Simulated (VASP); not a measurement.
Write the native input for VASP 6.6.1 that does the following.

| Item | Value |
| --- | --- |
| Task | single point |
| Functional | BLYP |
| Potentials or basis | VASP PAW PBE potentials, release 64 (Cr_pv) |
| Cutoff | 520 eV |
| k mesh | 11 × 11 × 11 |
| Occupations | fermi-dirac, width 0.05 eV |
| Spin | collinear spin, antiferromagnetic start |
| Starting moments | [2.632, -2.632] μB |
| Dipole correction | no |
| Further INCAR settings | ALGO = Normal; EDIFF = 1e-06; NBANDS = 23 |

The structure of Cr lies in POSCAR:

```
Cr
1.0
    0.0000000000      2.8145543892      2.8145543892
    2.8145543892      0.0000000000      2.8145543892
    2.8145543892      2.8145543892      0.0000000000
Cr
2
Direct
    0.1250000000      0.1250000000      0.1250000000
    0.8750000000      0.8750000000      0.8750000000
```

This cell differs from its parent crystal: volume scaled by 1.08.

These files were run (other wordings do the same):

INCAR

```
  PREC = Accurate
  ENCUT = 520
  EDIFF = 1E-6
  ISMEAR = -1
  SIGMA = 0.05
  LREAL = False
  LASPH = True
  NELM = 150
  ALGO = Normal
  ISIF = 2
  LWAVE = False
  LCHARG = False
  ISPIN = 2
  MAGMOM = 2.632 -2.632
  LORBIT = 11
  LMAXMIX = 4
  GGA = B5
  ALDAX = 1.0
  AGGAX = 1.0
  AGGAC = 1.0
  ALDAC = 0.0
  NBANDS = 23
```

KPOINTS

```
regular mesh
0
Gamma
  11 11 11
```

Potentials or basis: VASP PAW PBE potentials, release 64 (Cr_pv).

Run with:

```sh
$ cat potpaw_PBE.64/Cr_pv/POTCAR > POTCAR
$ mpirun -np 1 vasp_std > vasp.out
```

It gave:

```yaml
Pressure: -1.8 GPa
Net_moment: 0.00 μB per cell
Site_moments: Cr +3.06, -3.06 μB
Valence_electrons_inside_the_program's_atomic_spheres: Cr 10.78
```

Caveat: the PAW data sets were made with another functional, which shifts forces and pressure a little.

Wall time 110 s on 1 thread of Intel(R) Xeon(R) Platinum 8488C (Sapphire Rapids), on a shared host, peak memory 0.23 GiB.
